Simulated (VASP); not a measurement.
# CoSi (rocksalt type) (Fm-3m) in VASP: notebook

The runs below take CoSi (rocksalt type) through density of states, with PBE.

All numbers are computed with VASP 6.6.1; they aren't measurements. Logs are shortened: lines on timing, memory, paths and dates and some standing lists are left out, and cuts for length are marked.

## (1) The cell of the first run

It takes space group Fm-3m (No. 225, cubic). The conventional cell has a = 3.822 Å, b = 3.822 Å, c = 3.822 Å, α = 90.00°, β = 90.00°, γ = 90.00°. Within 2.5 Å of Co (site symmetry m-3m) lie 6 Si at 1.91 Å. Si (site symmetry m-3m) has 6 Co at 1.91 Å within 2.5 Å.

## (2) Density of states, PBE (volume scaled by 0.55)

The input, POSCAR:

```
CoSi
1.0
    0.0000000000      1.9109146235      1.9109146235
    1.9109146235      0.0000000000      1.9109146235
    1.9109146235      1.9109146235      0.0000000000
Co Si
1 1
Direct
    0.0000000000      0.0000000000      0.0000000000
    0.5000000000      0.5000000000      0.5000000000
```

The input, INCAR.step1:

```
PREC     = Accurate       # precision mode
ENCUT    = 520            # plane-wave cutoff, eV
EDIFF    = 1E-6           # SCF threshold, eV
ISMEAR   = -1             # smearing method
SIGMA    = 0.1            # smearing width, eV
LREAL    = F              # projectors in reciprocal space
LASPH    = T              # aspherical terms in the spheres
NELM     = 100            # most SCF steps
ALGO     = Normal         # electronic algorithm
ISIF     = 2              # what is computed and relaxed
LWAVE    = F              # write WAVECAR
LCHARG   = T              # write CHGCAR
LMAXMIX  = 4              # l up to which the mixer works
GGA      = PE             # functional
NBANDS   = 14             # bands
```

The input, KPOINTS.step1:

```
regular mesh
0
Gamma
  16 16 16
```

The input, INCAR.step2:

```
PREC     = Accurate       # precision mode
ENCUT    = 520            # plane-wave cutoff, eV
EDIFF    = 1E-6           # SCF threshold, eV
ISMEAR   = -5             # smearing method
SIGMA    = 0.1            # smearing width, eV
LREAL    = F              # projectors in reciprocal space
LASPH    = T              # aspherical terms in the spheres
NELM     = 100            # most SCF steps
ALGO     = Normal         # electronic algorithm
ISIF     = 2              # what is computed and relaxed
LWAVE    = F              # write WAVECAR
LCHARG   = F              # write CHGCAR
LMAXMIX  = 4              # l up to which the mixer works
GGA      = PE             # functional
LORBIT   = 10             # projections on sites
NBANDS   = 14             # bands
NEDOS    = 2001           # points of the DOS
ICHARG   = 11             # starting density
```

The input, KPOINTS.step2:

```
regular mesh
0
Gamma
  24 24 24
```

Potentials or basis: VASP PAW PBE potentials, release 64 (Co, Si).

Command:

```
cat potpaw_PBE.64/Co/POTCAR potpaw_PBE.64/Si/POTCAR > POTCAR
cp INCAR.step1 INCAR
cp KPOINTS.step1 KPOINTS
mpirun -np 1 vasp_std > vasp.out
cp INCAR.step2 INCAR
cp KPOINTS.step2 KPOINTS
mpirun -np 1 vasp_std > vasp.out
```

OUTCAR:

```text
PREC = Accurate
   ENCUT = 520
   EDIFF = 1E-6
   ISMEAR = -5
   LREAL = F
   LASPH = T
   NELM = 100
   ISIF = 2
   GGA = PE
   LORBIT = 10
   ICHARG = 11

 ion  position               nearest neighbor table
   1  0.000  0.000  0.000-   2 1.91   2 1.91   2 1.91   2 1.91   2 1.91   2 1.91
   2  0.500  0.500  0.500-   1 1.91   1 1.91   1 1.91   1 1.91   1 1.91   1 1.91

  LATTYP: Found a face centered cubic cell.
 ALAT       =     3.8218292470

  Lattice vectors:

 A1 = (   0.0000000000,   1.9109146235,   1.9109146235)
 A2 = (   1.9109146235,   0.0000000000,   1.9109146235)
 A3 = (   1.9109146235,   1.9109146235,   0.0000000000)

Analysis of symmetry for initial positions (statically):
=====================================================================
 Subroutine PRICEL returns:
 Original cell was already a primitive cell.

 Routine SETGRP: Setting up the symmetry group for a
 face centered cubic supercell.

 Subroutine GETGRP returns: Found 48 space group operations
 (whereof 48 operations were pure point group operations)
 out of a pool of 48 trial point group operations.

The static configuration has the point symmetry O_h .

Analysis of symmetry for dynamics (positions and initial velocities):
=====================================================================
 Subroutine PRICEL returns:
 Original cell was already a primitive cell.

 Routine SETGRP: Setting up the symmetry group for a
 face centered cubic supercell.

 Subroutine GETGRP returns: Found 48 space group operations
 (whereof 48 operations were pure point group operations)
 out of a pool of 48 trial point group operations.

The dynamic configuration has the point symmetry O_h .

 Subroutine INISYM returns: Found 48 space group operations
 (whereof 48 operations are pure point group operations),
 and found     1 'primitive' translations

----------------------------------------------------------------------------------------

                                     Primitive cell

  volume of cell :      13.9558

  direct lattice vectors                    reciprocal lattice vectors
     0.000000000  1.910914624  1.910914624    -0.261654809  0.261654809  0.261654809
     1.910914624  0.000000000  1.910914624     0.261654809 -0.261654809  0.261654809
     1.910914624  1.910914624  0.000000000     0.261654809  0.261654809 -0.261654809

  length of vectors
     2.702441377  2.702441377  2.702441377     0.453199422  0.453199422  0.453199422

  position of ions in fractional coordinates (direct lattice)
     0.000000000  0.000000000  0.000000000
     0.500000000  0.500000000  0.500000000

  ion indices of the primitive-cell ions
   primitive index   ion index
                 1           1
                 2           2

----------------------------------------------------------------------------------------

 KPOINTS: regular mesh

Automatic generation of k-mesh.
 Grid dimensions read from file:
 generate k-points for:   24   24   24

 Generating k-lattice:

  Cartesian coordinates                     Fractional coordinates (reciprocal lattice)
    -0.010902284  0.010902284  0.010902284     0.041666667  0.000000000  0.000000000
     0.010902284 -0.010902284  0.010902284     0.000000000  0.041666667  0.000000000
     0.010902284  0.010902284 -0.010902284     0.000000000  0.000000000  0.041666667

  Length of vectors
     0.018883309  0.018883309  0.018883309

  Shift w.r.t. Gamma in fractional coordinates (k-lattice)
     0.000000000  0.000000000  0.000000000

 TETIRR: Found   1864 inequivalent tetrahedra from    82944

 Subroutine IBZKPT returns following result:
 ===========================================

 Found    413 irreducible k-points:

 Following reciprocal coordinates:
            Coordinates               Weight
  0.000000  0.000000  0.000000      1.000000
  0.041667  0.000000  0.000000      8.000000
  0.083333  0.000000  0.000000      8.000000
  0.125000  0.000000  0.000000      8.000000
  0.166667  0.000000  0.000000      8.000000
  0.208333  0.000000  0.000000      8.000000
[... 16 lines left out ...]
  0.416667  0.041667  0.000000     24.000000
  0.458333  0.041667  0.000000     24.000000
 [... further k-points ...]
   k-points           NKPTS =    413   k-points in BZ     NKDIM =    413   number of bands    NBANDS=     14
   number of dos      NEDOS =   2001   number of ions     NIONS =      2
   total plane-waves  NPLWV =   8000
   dimension x,y,z NGX =    20 NGY =   20 NGZ =   20
   dimension x,y,z NGXF=    40 NGYF=   40 NGZF=   40
   ions per type =               1   1
   NGX,Y,Z   is equivalent  to a cutoff of  12.30, 12.30, 12.30 a.u.
   NGXF,Y,Z  is equivalent  to a cutoff of  24.61, 24.61, 24.61 a.u.
 SYSTEM =  unknown system
   PREC   = accura    normal or accurate (medium, high low for compatibility)
   ISTART =      0    job   : 0-new  1-cont  2-samecut
   ICHARG =     11    charge: 1-file 2-atom 10-const
   ISPIN  =      1    spin polarized calculation?
   LNONCOLLINEAR =      F non collinear calculations
   LSORBIT =      F    spin-orbit coupling
   LASPH  =      T    aspherical Exc in radial PAW
   ENCUT  =  520.0 eV  38.22 Ry    6.18 a.u.   5.02  5.02  5.02*2*pi/ulx,y,z
   NELM   =    100;   NELMIN=  2; NELMDL=  0     # of ELM steps
   EDIFF  = 0.1E-05   stopping-criterion for ELM
   LREAL  =      F    real-space projection
   EDIFFG = 0.1E-04   stopping-criterion for IOM
   NSW    =      0    number of steps for IOM
   IBRION =     -1    ionic relax: 0-MD 1-quasi-New 2-CG
   NFREE  =      0    steps in history (QN), initial steepest desc. (CG)
   ISIF   =      2    stress and relaxation
   ISYM   =      2    0-nonsym 1-usesym 2-fastsym
   POTIM  = 0.5000    time-step for ionic-motion
   TEBEG  =    0.0;   TEEND  =   0.0 temperature during run
   PSTRESS=    0.0 pullay stress
   NELECT =      13.0000    total number of electrons
   NUPDOWN=      -1.0000    fix difference up-down
   EMIN   =  10.00;   EMAX   =-10.00  energy-range for DOS
   EFERMI =   0.00;   METHOD = LEGACY
   ISMEAR =    -5;   SIGMA  =   0.10  broadening in eV -4-tet -1-fermi 0-gaus
   EFERMI_NEDOS =   21; number of points for ismear=-14 and -15
   IALGO  =     38    algorithm
   IMIX   =      4    mixing-type and parameters
     AMIX     =   0.40;   BMIX     =  1.00
     AMIX_MAG =   1.60;   BMIX_MAG =  1.00
  volume/ion in A,a.u.               =       6.98        47.09
  Fermi-wavevector in a.u.,A,eV,Ry     =   1.598839  3.021367 34.780374  2.556285
  Thomas-Fermi vector in A             =   2.696226
   LORBIT       =     10    0 simple, 1 ext, 2 COOP (PROOUT), +10 PAW based schemes
   GGA     = PE    functional components
   LHFCALC =     F    Hartree Fock is set to
   AEXX    =    0.0000 exact exchange contribution
   IVDW    =     0    specifies the selected vdW correction
   LEPSILON=     F    determine dielectric tensor
   LRPA    =     F    only Hartree local field effects (RPA)
 non-spin polarized calculation
 Fermi weights with tetrahedron method with Bloechl corrections
  energy-cutoff  :      520.00
  volume of cell :       13.96
 maximum number of plane-waves:       388

 number of electron      12.9999996 magnetization

 Free energy of the ion-electron system (eV)
  ---------------------------------------------------
  ext. energy  EPLUGINS =         0.00000000
  ---------------------------------------------------
  free energy    TOTEN  =        -4.98169755 eV

  energy without entropy =       -4.98169755  energy(sigma->0) =       -4.98169755

 E-fermi :  21.1337     XC(G=0): -15.2066

 val. band max:       21.1941881138   @ k =   0.5000   0.4583   0.0417
 cond. band min:      21.0983473144   @ k =  -0.4167   0.5000   0.0833
 fundamental gap:     -0.0958407994
 Fermi energy:        21.1337136260

 k-point     1 :       0.0000    0.0000    0.0000
  band No.  band energies     occupation
      1       3.0705      2.00000
      2      15.6318      2.00000
      3      15.6318      2.00000
      4      15.6318      2.00000
      5      16.2403      2.00000
      6      16.2403      2.00000
      7      29.1921      0.00000
      8      29.1921      0.00000
      9      29.1921      0.00000
     10      32.9104      0.00000
     11      35.0109      0.00000
     12      35.0109      0.00000
     13      35.0109      0.00000
     14      42.3049      0.00000

 k-point     2 :       0.0417    0.0000    0.0000
  band No.  band energies     occupation
      1       3.1270      2.00000
      2      15.5802      2.00000
      3      15.6536      2.00000
      4      15.6536      2.00000
      5      16.2247      2.00000
      6      16.2247      2.00000
      7      28.9722      0.00000
      8      29.2298      0.00000
      9      29.2298      0.00000
     10      32.6786      0.00000
     11      35.0242      0.00000
     12      35.0242      0.00000
     13      35.4292      0.00000
     14      41.8150      0.00000

 k-point     3 :       0.0833    0.0000    0.0000
  band No.  band energies     occupation
      1       3.2962      2.00000
      2      15.4287      2.00000
      3      15.7017      2.00000
      4      15.7017      2.00000
      5      16.1976      2.00000
      6      16.1976      2.00000
      7      28.3510      0.00000
      8      29.3354      0.00000
      9      29.3354      0.00000
     10      32.3108      0.00000
     11      35.0554      0.00000
     12      35.0554      0.00000
     13      36.3030      0.00000
     14      40.8607      0.00000
[... 324 lines left out ...]
 k-point    23 :       0.4167    0.0417    0.0000
  band No.  band energies     occupation
      1       7.7991      2.00000
      2      11.7868      2.00000
      3      14.6992      2.00000
      4      14.8089      2.00000
      5      18.0975      2.00000
      6      18.2528      2.00000
      7      21.2407      0.42119
      8      28.5999      0.00000
      9      29.5390      0.00000
     10      30.1037      0.00000
     11      33.0403      0.00000
     12      33.6026      0.00000
     13      39.9968      0.00000
     14      41.2214      0.00000

 k-point    24 :       0.4583    0.0417    0.0000
  band No.  band energies     occupation
      1       8.6177      2.00000
      2      11.0536      2.00000
      3      14.6339      2.00000
      4      14.7270      2.00000
      5      18.3435      2.00000
      6      18.4329      2.00000
      7      20.8354      2.05177
      8      28.5833      0.00000
      9      29.0623      0.00000
     10      29.9482      0.00000
     11      33.1195      0.00000
     12      33.3713      0.00000
     13      40.6553      0.00000
     14      41.4982      0.00000

 [... further k-points ...]

------------------------ aborting loop because EDIFF is reached ----------------------------------------

  FORCE on cell =-STRESS in cart. coord.  units (eV):
  Direction    XX          YY          ZZ          XY          YZ          ZX
  --------------------------------------------------------------------------------------
  -------------------------------------------------------------------------------------
  Total       30.3389516     30.3389516     30.3389516      0.0000000      0.0000000     -0.0000000
  in kB     3483.0307107   3483.0307107   3483.0307107      0.0000000      0.0000000     -0.0000000
  external PRESSURE =    3483.0307107 kB  Pullay stress =       0.0000000 kB

 VOLUME and BASIS-vectors are now :
 -----------------------------------------------------------------------------
  energy-cutoff  :      520.00
  volume of cell :       13.96
      direct lattice vectors                 reciprocal lattice vectors
     0.000000000  1.910914624  1.910914624    -0.261654809  0.261654809  0.261654809
     1.910914624  0.000000000  1.910914624     0.261654809 -0.261654809  0.261654809
     1.910914624  1.910914624  0.000000000     0.261654809  0.261654809 -0.261654809

 POSITION                                       TOTAL-FORCE (eV/Angst)
 -----------------------------------------------------------------------------------
      0.00000      0.00000      0.00000        -0.000000      0.000000     -0.000000
      1.91091      1.91091      1.91091         0.000000     -0.000000      0.000000
 -----------------------------------------------------------------------------------
    total drift:                               -0.000000     -0.000000     -0.000000

  FREE ENERGIE OF THE ION-ELECTRON SYSTEM (eV)
  ---------------------------------------------------
  free  energy   TOTEN  =        -4.9816975511 eV

  energy  without entropy=       -4.9816975511  energy(sigma->0) =       -4.98169755

 total charge

# of ion       s       p       d       tot
------------------------------------------
    1        0.837   1.066   8.556  10.459
    2        0.893   1.332   0.000   2.225
--------------------------------------------------
tot          1.730   2.398   8.556  12.684
```

It took 25 s on 1 thread of Intel Xeon 6975P-C (Granite Rapids), shared host; peak memory 0.19 GiB.

What came out:

* Valence electrons inside the program's atomic spheres: Co 10.46; Si 2.23

Caveat: the cell differs from its parent crystal (volume scaled by 0.55); tetrahedron occupations give inexact forces and stress in metals. Spin polarisation is off, so any magnetic state and its effect on volume and gap are missing.

## (3) Density of states, PBE

This run uses another cell than the first one, of 12.69 Å³/atom, 1.818 times its volume.

The input, POSCAR:

```
CoSi
1.0
    0.0000000000      2.3323141874      2.3323141874
    2.3323141874      0.0000000000      2.3323141874
    2.3323141874      2.3323141874      0.0000000000
Co Si
1 1
Direct
    0.0000000000      0.0000000000      0.0000000000
    0.5000000000      0.5000000000      0.5000000000
```

Edit INCAR.step1 of step 2 so:

```diff
@@ -7,3 +7,3 @@
 LASPH    = T              # aspherical terms in the spheres
-NELM     = 100            # most SCF steps
+NELM     = 80             # most SCF steps
 ALGO     = Normal         # electronic algorithm
```

The input, KPOINTS.step1:

```
Automatic mesh
0
Gamma
  16 16 16
```

Edit INCAR.step2 of step 2 so:

```diff
@@ -7,3 +7,3 @@
 LASPH    = T              # aspherical terms in the spheres
-NELM     = 100            # most SCF steps
+NELM     = 80             # most SCF steps
 ALGO     = Normal         # electronic algorithm
@@ -16,3 +16,3 @@
 NBANDS   = 14             # bands
-NEDOS    = 2001           # points of the DOS
+NEDOS    = 1001           # points of the DOS
 ICHARG   = 11             # starting density
```

The input, KPOINTS.step2:

```
Automatic mesh
0
Gamma
  24 24 24
```

Potentials or basis: VASP PAW PBE potentials, release 64 (Co, Si).

Command:

```
cat potpaw_PBE.64/Co/POTCAR potpaw_PBE.64/Si/POTCAR > POTCAR
cp INCAR.step1 INCAR
cp KPOINTS.step1 KPOINTS
mpirun -np 1 vasp_std > vasp.out
cp INCAR.step2 INCAR
cp KPOINTS.step2 KPOINTS
mpirun -np 1 vasp_std > vasp.out
```

Wall time 61 s (1 thread of Intel Xeon 6975P-C (Granite Rapids), shared host); peak memory 0.27 GiB.

The run converged. Its results:

* Valence electrons inside the program's atomic spheres: Co 8.50; Si 1.63

Levels at points of the mesh, in eV from the Fermi level:
```tsv
k point	band 4	band 5	band 6	band 7	band 8	band 9
(0.00, 0.00, 0.00)	-1.89	-1.81	-1.81	4.40	4.40	4.40
(0.50, 0.00, 0.00)	-2.93	-0.89	-0.89	-0.22	6.54	6.54
(0.50, 0.50, 0.00)	-1.36	-0.65	-0.65	0.06	0.06	0.26
```

Caveat: tetrahedron occupations give inexact forces and stress in metals.

(Part 1 of 2 ends here.)
